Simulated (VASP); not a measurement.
A run of VASP 6.6.1 is set up as follows.

INCAR

```
SYSTEM = PdAuN
  PREC = Accurate
  ENCUT = 600
  EDIFF = 1E-6
  ISMEAR = 0
  SIGMA = 0.1
  LREAL = .False.
  LASPH = .True.
  NELM = 120
  ALGO = Normal
  ISIF = 2
  LWAVE = .False.
  LCHARG = .False.
  GGA = PE
  NBANDS = 20
  GGA_COMPAT = .False.
```

KPOINTS

```
Automatic mesh
0
Gamma
  12 12 12
  0 0 0
```

POSCAR

```
PdAuN
1.0
    3.8608517609      0.0000000000      0.0000000000
    0.0000000000      3.8608517609      0.0000000000
    0.0000000000      0.0000000000      3.6566845334
Pd Au N
1 1 1
Direct
    0.5000000000      0.5000000000      0.0000000000
    0.0000000000      0.0000000000      0.0000000000
    0.5000000000      0.5000000000      0.5000000000
```

Potentials or basis: VASP PAW PBE potentials, release 64 (Pd, Au, N).

The run is started by

```bash
$ cat potpaw_PBE.64/Pd/POTCAR potpaw_PBE.64/Au/POTCAR potpaw_PBE.64/N/POTCAR > POTCAR
$ mpirun -np 1 vasp_std > vasp.out
```

(1) What does it give for the band gap on the k mesh?

(2) Predict the pressure.

Results:

(1) zero (bands 13 and 14 overlap by 2.75 eV).

(2) -0.6 GPa.

Caveat: spin-orbit coupling is left out, which moves the levels of the heavy elements.
